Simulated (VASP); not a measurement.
Se:

```
Se
1.0
     4.36620    0.00000    0.00000
    -2.18310    3.78124    0.00000
     0.00000    0.00000    4.95360
Se
3
Cartesian
  1.6910 2.9289 0.0000
  -0.4921 0.8523 3.3024
  0.9841 0.0000 1.6512
```

Base run:

* Program: VASP 6.6.1
* Functional: r2SCAN
* Potentials or basis: VASP PAW PBE potentials, release 64 (Se)
* Cutoff: 520 eV
* k mesh: 6 × 6 × 5
* Occupations: fermi-dirac, width 0.05 eV
* Spin: no spin polarisation

Its results: band gap on the k mesh 1.57 eV (least direct gap 1.76 eV); pressure 1.3 GPa; largest force 0.055 eV/Å.

Q: After a change of settings the same cell gave: band gap on the k mesh 3.36 eV (least direct gap 3.74 eV); pressure -1.7 GPa; largest force 0.784 eV/Å. Which change was it?
A. functional from r2SCAN to PBEsol-based screened hybrid with 25 % exact exchange; k mesh from 6 × 6 × 5 to 4 × 4 × 3
B. functional from r2SCAN to PBEsol-based global hybrid with 25 % exact exchange; cutoff from 520 eV to 400 eV; k mesh from 6 × 6 × 5 to 4 × 4 × 3
C. further incar settings from ALGO = Normal; EDIFF = 1e-06; NBANDS = 16 to ALGO = Normal; EDIFF = 1e-07; NBANDS = 16
D. functional from r2SCAN to PBE-based screened hybrid with 50 % exact exchange; k mesh from 6 × 6 × 5 to 4 × 4 × 3

A: D.

Caveats: some runs use coarse meshes; the PAW data sets were made with another functional, which shifts forces and pressure a little; an odd mesh through Γ misses points on the zone boundary, where band edges can lie.
